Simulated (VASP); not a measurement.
# C (P2_1/m) in VASP: further runs, part 2 of 2

VASP 6.6.1.

## Step 3: Single point, PBEsol (mode 4 frozen in at -0.284 Å, normal strain along x -0.0700)

The input, INCAR:

```
SYSTEM = C
PREC = Accurate
ENCUT = 520
EDIFF = 1E-6
ISMEAR = 0
SIGMA = 0.15
LREAL = .FALSE.
LASPH = .TRUE.
NELM = 100
ALGO = Normal
ISIF = 2
LWAVE = .FALSE.
LCHARG = .FALSE.
GGA = PS
NBANDS = 16
```

The input, KPOINTS:

```
Automatic mesh
0
G
  18 18 6
  0 0 0
```

The input, POSCAR:

```
C
1.0
    2.2866217055      0.0000000000      0.0000000000
   -1.1433108528      2.1293252536      0.0000000000
    0.0000000000      0.0000000000      7.2458067263
C
4
Direct
   -0.1154958935      0.0000000000      0.0025000000
    0.1154958935      0.0000000000      0.5025000000
    0.2178266890      0.6666666667      0.0025000000
    0.7821733110      0.3333333333      0.5025000000
```

Potentials or basis: VASP PAW PBE potentials, release 64 (C).

The run is started by

```console
> cat potpaw_PBE.64/C/POTCAR > POTCAR
> mpirun -np 1 vasp_std > vasp.out
```

OUTCAR:

```text
SYSTEM = C
   PREC = Accurate
   ENCUT = 520
   EDIFF = 1E-6
   ISMEAR = 0
   LREAL = .FALSE.
   LASPH = .TRUE.
   NELM = 100
   ISIF = 2
   GGA = PS

 ion  position               nearest neighbor table
   1  0.885  0.000  0.002-   3 1.35   3 1.35   3 1.42
   2  0.115  0.000  0.502-   4 1.35   4 1.35   4 1.42
   3  0.218  0.667  0.002-   1 1.35   1 1.35   1 1.42
   4  0.782  0.333  0.502-   2 1.35   2 1.35   2 1.42

  LATTYP: Found a base centered orthorhombic cell.
 ALAT       =     2.2866217055
 B/A-ratio  =     1.8624202232
 C/A-ratio  =     3.1687824483

  Lattice vectors:

 A1 = (   1.1433108528,  -2.1293252536,   0.0000000000)
 A2 = (   1.1433108527,   2.1293252536,   0.0000000000)
 A3 = (   0.0000000000,   0.0000000000,   7.2458067263)

Analysis of symmetry for initial positions (statically):
=====================================================================
 Subroutine PRICEL returns:
 Original cell was already a primitive cell.

 Routine SETGRP: Setting up the symmetry group for a
 base centered orthorhombic supercell.

 Subroutine GETGRP returns: Found  4 space group operations
 (whereof  1 operations were pure point group operations)
 out of a pool of  8 trial point group operations.

The static configuration has the point symmetry C_1 .
 The point group associated with its full space group is C_2h.

Analysis of symmetry for dynamics (positions and initial velocities):
=====================================================================
 Subroutine PRICEL returns:
 Original cell was already a primitive cell.

 Routine SETGRP: Setting up the symmetry group for a
 base centered orthorhombic supercell.

 Subroutine GETGRP returns: Found  4 space group operations
 (whereof  1 operations were pure point group operations)
 out of a pool of  8 trial point group operations.

The dynamic configuration has the point symmetry C_1 .
 The point group associated with its full space group is C_2h.

 Subroutine INISYM returns: Found  4 space group operations
 (whereof  1 operations are pure point group operations),
 and found     1 'primitive' translations

----------------------------------------------------------------------------------------

                                     Primitive cell

  volume of cell :      35.2796

  direct lattice vectors                    reciprocal lattice vectors
     2.286621705  0.000000000  0.000000000     0.437326383  0.234816170  0.000000000
    -1.143310853  2.129325254  0.000000000     0.000000000  0.469632339  0.000000000
     0.000000000  0.000000000  7.245806726     0.000000000  0.000000000  0.138010858

  length of vectors
     2.286621705  2.416854514  7.245806726     0.496379894  0.469632339  0.138010858

  position of ions in fractional coordinates (direct lattice)
     0.884504107  0.000000000  0.002500000
     0.115495893  0.000000000  0.502500000
     0.217826689  0.666666667  0.002500000
     0.782173311  0.333333333  0.502500000

  ion indices of the primitive-cell ions
   primitive index   ion index
                 1           1
                 2           2
                 3           3
                 4           4

[... 24 lines left out ...]
 Found    656 irreducible k-points:

 Following reciprocal coordinates:
            Coordinates               Weight
  0.000000  0.000000  0.000000      1.000000
  0.055556  0.000000  0.000000      2.000000
  0.055556 -0.055556  0.000000      2.000000
  0.111111  0.000000  0.000000      2.000000
  0.111111 -0.111111  0.000000      2.000000
  0.166667  0.000000  0.000000      2.000000
[... 16 lines left out ...]
  0.111111  0.055556  0.000000      2.000000
  0.111111 -0.166667  0.000000      2.000000
 [... further k-points ...]
   k-points           NKPTS =    656   k-points in BZ     NKDIM =    656   number of bands    NBANDS=     16
   number of dos      NEDOS =    301   number of ions     NIONS =      4
   total plane-waves  NPLWV =  17496
   dimension x,y,z NGX =    18 NGY =   18 NGZ =   54
   dimension x,y,z NGXF=    36 NGYF=   36 NGZF=  108
   ions per type =               4
   NGX,Y,Z   is equivalent  to a cutoff of  13.09, 12.38, 12.39 a.u.
   NGXF,Y,Z  is equivalent  to a cutoff of  26.17, 24.76, 24.78 a.u.
 SYSTEM =  C
   PREC   = accura    normal or accurate (medium, high low for compatibility)
   ISTART =      0    job   : 0-new  1-cont  2-samecut
   ICHARG =      2    charge: 1-file 2-atom 10-const
   ISPIN  =      1    spin polarized calculation?
   LNONCOLLINEAR =      F non collinear calculations
   LSORBIT =      F    spin-orbit coupling
   LASPH  =      T    aspherical Exc in radial PAW
   ENCUT  =  520.0 eV  38.22 Ry    6.18 a.u.   4.25  4.49 13.47*2*pi/ulx,y,z
   NELM   =    100;   NELMIN=  2; NELMDL= -5     # of ELM steps
   EDIFF  = 0.1E-05   stopping-criterion for ELM
   LREAL  =      F    real-space projection
   EDIFFG = 0.1E-04   stopping-criterion for IOM
   NSW    =      0    number of steps for IOM
   IBRION =     -1    ionic relax: 0-MD 1-quasi-New 2-CG
   NFREE  =      0    steps in history (QN), initial steepest desc. (CG)
   ISIF   =      2    stress and relaxation
   ISYM   =      2    0-nonsym 1-usesym 2-fastsym
   POTIM  = 0.5000    time-step for ionic-motion
   TEBEG  =    0.0;   TEEND  =   0.0 temperature during run
   PSTRESS=    0.0 pullay stress
   NELECT =      16.0000    total number of electrons
   NUPDOWN=      -1.0000    fix difference up-down
   EMIN   =  10.00;   EMAX   =-10.00  energy-range for DOS
   EFERMI =   0.00;   METHOD = LEGACY
   ISMEAR =     0;   SIGMA  =   0.15  broadening in eV -4-tet -1-fermi 0-gaus
   EFERMI_NEDOS =   21; number of points for ismear=-14 and -15
   IALGO  =     38    algorithm
   IMIX   =      4    mixing-type and parameters
     AMIX     =   0.40;   BMIX     =  1.00
     AMIX_MAG =   1.60;   BMIX_MAG =  1.00
  volume/ion in A,a.u.               =       8.82        59.52
  Fermi-wavevector in a.u.,A,eV,Ry     =   1.257787  2.376873 21.524803  1.582028
  Thomas-Fermi vector in A             =   2.391429
   LORBIT       =      0    0 simple, 1 ext, 2 COOP (PROOUT), +10 PAW based schemes
   GGA     = PS    functional components
   LHFCALC =     F    Hartree Fock is set to
   AEXX    =    0.0000 exact exchange contribution
   IVDW    =     0    specifies the selected vdW correction
   LEPSILON=     F    determine dielectric tensor
   LRPA    =     F    only Hartree local field effects (RPA)
 non-spin polarized calculation
 Gauss-broadening in eV      SIGMA  =   0.15
  energy-cutoff  :      520.00
  volume of cell :       35.28
 maximum number of plane-waves:       975
 NGX is ok and might be reduce to    18
   NGX =  9   NGY =  9   NGZ = 27

 number of electron      15.9999998 magnetization

 Free energy of the ion-electron system (eV)
  ---------------------------------------------------
  ext. energy  EPLUGINS =         0.00000000
  ---------------------------------------------------
  free energy    TOTEN  =       -37.87846167 eV

  energy without entropy =      -37.87843249  energy(sigma->0) =      -37.87844708

 E-fermi :   4.7363     XC(G=0): -10.2160

 val. band max:        4.5093340066   @ k =   0.3889   0.2778   0.0000
 cond. band min:       4.9893109703   @ k =   0.3333   0.3333   0.0000
 fundamental gap:      0.4799769636
 Fermi energy:         4.7362814723

 k-point     1 :       0.0000    0.0000    0.0000
  band No.  band energies     occupation
      1     -15.8696      2.00000
      2     -15.7142      2.00000
      3      -4.4327      2.00000
      4      -3.1636      2.00000
      5       1.4534      2.00000
      6       1.4542      2.00000
[... 433 lines left out ...]
      3      -3.7577      2.00000
      4      -2.5165      2.00000
      5      -0.1002      2.00000
      6      -0.0790      2.00000
[... 8 lines left out ...]
     15      16.1352      0.00000
     16      16.1513      0.00000

 [... further k-points ...]

------------------------ aborting loop because EDIFF is reached ----------------------------------------

  FORCE on cell =-STRESS in cart. coord.  units (eV):
  Direction    XX          YY          ZZ          XY          YZ          ZX
  --------------------------------------------------------------------------------------
  -------------------------------------------------------------------------------------
  Total       19.6773559      3.5075258      0.0229213     -0.0034335      0.0000000      0.0000000
  in kB      893.6228221    159.2899536      1.0409405     -0.1559285      0.0000000      0.0000000
  external PRESSURE =     351.3179054 kB  Pullay stress =       0.0000000 kB

 VOLUME and BASIS-vectors are now :
 -----------------------------------------------------------------------------
  energy-cutoff  :      520.00
  volume of cell :       35.28
      direct lattice vectors                 reciprocal lattice vectors
     2.286621705  0.000000000  0.000000000     0.437326383  0.234816170  0.000000000
    -1.143310853  2.129325254  0.000000000     0.000000000  0.469632339  0.000000000
     0.000000000  0.000000000  7.245806726     0.000000000  0.000000000  0.138010858

 POSITION                                       TOTAL-FORCE (eV/Angst)
 -----------------------------------------------------------------------------------
      2.02253      0.00000      0.01811         0.010406      1.483789      0.000000
      0.26410      0.00000      3.64102        -0.010406     -1.483789      0.000000
     -0.26412      1.41955      0.01811         0.000027     -1.494736      0.000000
      1.40743      0.70978      3.64102        -0.000027      1.494736      0.000000
 -----------------------------------------------------------------------------------
    total drift:                               -0.000000      0.000000     -0.000009

  FREE ENERGIE OF THE ION-ELECTRON SYSTEM (eV)
  ---------------------------------------------------
  free  energy   TOTEN  =       -37.8784616718 eV

  energy  without entropy=      -37.8784324914  energy(sigma->0) =      -37.87844708
```

OSZICAR:

```text
N       E                     dE             d eps       ncg     rms          rms(c)
DAV:   1     0.304396654540E+02    0.30440E+02   -0.75862E+03 21016   0.899E+02
DAV:   2    -0.387926272610E+02   -0.69232E+02   -0.63687E+02 29144   0.192E+02
DAV:   3    -0.413088639444E+02   -0.25162E+01   -0.25058E+01 27784   0.338E+01
DAV:   4    -0.413290229995E+02   -0.20159E-01   -0.20155E-01 26248   0.367E+00
DAV:   5    -0.413293272001E+02   -0.30420E-03   -0.30419E-03 27472   0.424E-01    0.105E+01
DAV:   6    -0.387004294244E+02    0.26289E+01   -0.18092E+00 24968   0.865E+00    0.607E+00
DAV:   7    -0.378686223024E+02    0.83181E+00   -0.21758E+00 26296   0.958E+00    0.173E+00
DAV:   8    -0.378808993472E+02   -0.12277E-01   -0.10652E-01 24448   0.200E+00    0.419E-01
DAV:   9    -0.378782124585E+02    0.26869E-02   -0.35643E-03 27008   0.422E-01    0.150E-01
DAV:  10    -0.378784379552E+02   -0.22550E-03   -0.10674E-03 23984   0.204E-01    0.985E-02
DAV:  11    -0.378784595158E+02   -0.21561E-04   -0.34597E-05 25632   0.404E-02    0.224E-02
DAV:  12    -0.378784607783E+02   -0.12625E-05   -0.15852E-06 25232   0.913E-03    0.623E-03
DAV:  13    -0.378784616718E+02   -0.89354E-06   -0.10093E-06 23056   0.737E-03
   1 F= -.37878462E+02 E0= -.37878447E+02  d E =-.291804E-04
```

stdout:

```text
POSCAR found type information on POSCAR C
 POSCAR found :  1 types and       4 ions
 scaLAPACK will be used
 -----------------------------------------------------------------------------
|                                                                             |
|                                                                             |
|     You enforced a specific xc type in the INCAR file but a different       |
|     I HOPE YOU KNOW WHAT YOU ARE DOING!                                     |
|                                                                             |
 -----------------------------------------------------------------------------

 LDA part: xc-table for (Slater+PW92), standard interpolation
 POSCAR, INCAR and KPOINTS ok, starting setup
 FFT: planning ... GRIDC
 FFT: planning ... GRID_SOFT
 FFT: planning ... GRID
 WAVECAR not read
 entering main loop
```

It took 4.3 min on 1 thread of AMD EPYC 7R43 (Zen 3), shared host; peak memory 0.32 GiB.

What came out:

```
Free energy            : -37.8785 eV
Pressure               : 35.1 GPa
Largest force          : 1.495 eV/Å
Band gap on the k mesh : 0.48 eV, indirect (least direct gap 0.60 eV)
```

Forces in eV/Å, atoms in the order of the input:
```
C    0.010  1.484  0.000
C   -0.010 -1.484  0.000
C    0.000 -1.495  0.000
C    0.000  1.495  0.000
```

Stress tensor (GPa, compression positive):
```
89.36 -0.02  0.00
-0.02 15.93  0.00
 0.00  0.00  0.10
```

Caveat: the cell differs from its parent crystal (mode 4 frozen in at -0.284 Å, normal strain along x -0.0700); the PAW data sets were made with another functional, which shifts forces and pressure a little; this functional lacks dispersion, which binds the layers, so the pressure and a relaxed spacing across them are unreliable. A k mesh can miss the band edges.

## Step 4: Single point, PBEsol (mode 4 frozen in at -0.142 Å, normal strain along x -0.0467)

The input, INCAR:

```
PREC = Accurate
ENCUT = 520
EDIFF = 1E-6
ISMEAR = 0
SIGMA = 0.15
LREAL = False
LASPH = True
NELM = 80
ALGO = Normal
ISIF = 2
LWAVE = False
LCHARG = False
GGA = PS
NBANDS = 16
```

The input, KPOINTS:

```
Automatic mesh
0
Gamma
  18 18 6
```

The input, POSCAR:

```
C
1.0
    2.3439101848      0.0000000000      0.0000000000
   -1.1719550924      2.1293252536      0.0000000000
    0.0000000000      0.0000000000      7.2458067263
C
4
Direct
   -0.0577479467      0.0000000000      0.0025000000
    0.0577479467      0.0000000000      0.5025000000
    0.2755800112      0.6666666667      0.0025000000
    0.7244199888      0.3333333333      0.5025000000
```

Potentials or basis: VASP PAW PBE potentials, release 64 (C).

The run is started by

```console
> cat potpaw_PBE.64/C/POTCAR > POTCAR
> mpirun -np 1 vasp_std > vasp.out
```

OUTCAR:

```text
PREC = Accurate
   ENCUT = 520
   EDIFF = 1E-6
   ISMEAR = 0
   LREAL = False
   LASPH = True
   NELM = 80
   ISIF = 2
   GGA = PS

 ion  position               nearest neighbor table
   1  0.942  0.000  0.002-   3 1.37   3 1.37   3 1.42
   2  0.058  0.000  0.502-   4 1.37   4 1.37   4 1.42
   3  0.276  0.667  0.002-   1 1.37   1 1.37   1 1.42
   4  0.724  0.333  0.502-   2 1.37   2 1.37   2 1.42

  LATTYP: Found a base centered orthorhombic cell.
 ALAT       =     2.3439101848
 B/A-ratio  =     1.8169000394
 C/A-ratio  =     3.0913329245

  Lattice vectors:

 A1 = (   1.1719550924,  -2.1293252536,   0.0000000000)
 A2 = (   1.1719550924,   2.1293252536,   0.0000000000)
 A3 = (   0.0000000000,   0.0000000000,   7.2458067263)

Analysis of symmetry for initial positions (statically):
=====================================================================
 Subroutine PRICEL returns:
 Original cell was already a primitive cell.

 Routine SETGRP: Setting up the symmetry group for a
 base centered orthorhombic supercell.

[... 175 lines left out ...]
 val. band max:        4.2260296025   @ k =   0.3333   0.3333   0.0000
 cond. band min:       4.6294270375   @ k =   0.3333   0.3333   0.0000
 fundamental gap:      0.4033974350
 Fermi energy:         4.4288806998

 k-point     1 :       0.0000    0.0000    0.0000
  band No.  band energies     occupation
      1     -15.7836      2.00000
      2     -15.6246      2.00000
      3      -4.3969      2.00000
      4      -3.1042      2.00000
      5       1.3188      2.00000
      6       1.3236      2.00000
[... 433 lines left out ...]
      3      -3.7392      2.00000
      4      -2.4754      2.00000
      5      -0.2791      2.00000
      6      -0.2597      2.00000
[... 8 lines left out ...]
     15      15.4881      0.00000
     16      15.4907      0.00000

 [... further k-points ...]

------------------------ aborting loop because EDIFF is reached ----------------------------------------

  FORCE on cell =-STRESS in cart. coord.  units (eV):
  Direction    XX          YY          ZZ          XY          YZ          ZX
  --------------------------------------------------------------------------------------
  -------------------------------------------------------------------------------------
  Total       12.5545055      2.3073877     -0.0035592      0.0000485      0.0000000      0.0000000
  in kB      556.2121591    102.2260187     -0.1576882      0.0021472      0.0000000      0.0000000
  external PRESSURE =     219.4268299 kB  Pullay stress =       0.0000000 kB

 VOLUME and BASIS-vectors are now :
 -----------------------------------------------------------------------------
  energy-cutoff  :      520.00
  volume of cell :       36.16
      direct lattice vectors                 reciprocal lattice vectors
     2.343910185  0.000000000  0.000000000     0.426637508  0.234816170  0.000000000
    -1.171955092  2.129325254  0.000000000     0.000000000  0.469632339  0.000000000
     0.000000000  0.000000000  7.245806726     0.000000000  0.000000000  0.138010858

 POSITION                                       TOTAL-FORCE (eV/Angst)
 -----------------------------------------------------------------------------------
      2.20855      0.00000      0.01811         0.008711      0.828380      0.000000
      0.13536      0.00000      3.64102        -0.008711     -0.828380      0.000000
     -0.13537      1.41955      0.01811        -0.001352     -0.833435      0.000000
      1.30732      0.70978      3.64102         0.001352      0.833435      0.000000
 -----------------------------------------------------------------------------------
    total drift:                                0.000000      0.000000      0.000005

  FREE ENERGIE OF THE ION-ELECTRON SYSTEM (eV)
  ---------------------------------------------------
  free  energy   TOTEN  =       -38.2793306799 eV

  energy  without entropy=      -38.2792207013  energy(sigma->0) =      -38.27927569
```

stdout:

```text
POSCAR found type information on POSCAR C
 POSCAR found :  1 types and       4 ions
 scaLAPACK will be used
 -----------------------------------------------------------------------------
|                                                                             |
|                                                                             |
|     You enforced a specific xc type in the INCAR file but a different       |
|     I HOPE YOU KNOW WHAT YOU ARE DOING!                                     |
|                                                                             |
 -----------------------------------------------------------------------------

 LDA part: xc-table for (Slater+PW92), standard interpolation
 POSCAR, INCAR and KPOINTS ok, starting setup
 FFT: planning ... GRIDC
 FFT: planning ... GRID_SOFT
 FFT: planning ... GRID
 WAVECAR not read
 entering main loop
```

It took 2.2 min on 1 thread of Intel Xeon 6975P-C (Granite Rapids), shared host; peak memory 0.35 GiB.

What came out:

- Free energy: -38.2793 eV
- Pressure: 21.9 GPa
- Largest force: 0.833 eV/Å
- Band gap on the k mesh: 0.40 eV, direct

Forces in eV/Å, atoms in the order of the input:
```
C    0.009  0.828  0.000
C   -0.009 -0.828  0.000
C   -0.001 -0.833  0.000
C    0.001  0.833  0.000
```

Stress tensor (GPa, compression positive):
```
55.62  0.00  0.00
 0.00 10.22  0.00
 0.00  0.00 -0.02
```

Caveat: the cell differs from its parent crystal (mode 4 frozen in at -0.142 Å, normal strain along x -0.0467); the PAW data sets were made with another functional, which shifts forces and pressure a little; this functional lacks dispersion, which binds the layers, so the pressure and a relaxed spacing across them are unreliable. A k mesh can miss the band edges.

## Step 5: The runs side by side

| cell | gap on the mesh (eV) | pressure (GPa) | largest force (eV/Å) |
| --- | --- | --- | --- |
| a = 2.574, b = 2.488, c = 7.246 Å, angles 90.0, 90.0, 121.1°, 4 atoms | 0.31 | -15.0 | 0.38 |
| a = 2.287, b = 2.417, c = 7.246 Å, angles 90.0, 90.0, 118.2°, 4 atoms | 0.48 | 35.1 | 1.49 |
| a = 2.344, b = 2.431, c = 7.246 Å, angles 90.0, 90.0, 118.8°, 4 atoms | 0.40 | 21.9 | 0.83 |

Alike in all rows: task single point; level PBEsol; potentials or basis VASP PAW PBE potentials, release 64 (C); no spin polarisation; k mesh 18 × 18 × 6; cutoff (eV) 520; smearing gaussian 0.15 eV.

Caveats: the PAW data sets were made with another functional, which shifts forces and pressure a little; this functional lacks dispersion, which binds the layers, so the pressure and a relaxed spacing across them are unreliable.

Total energies depend on the potentials used, so only differences within one code and one set of settings carry meaning.
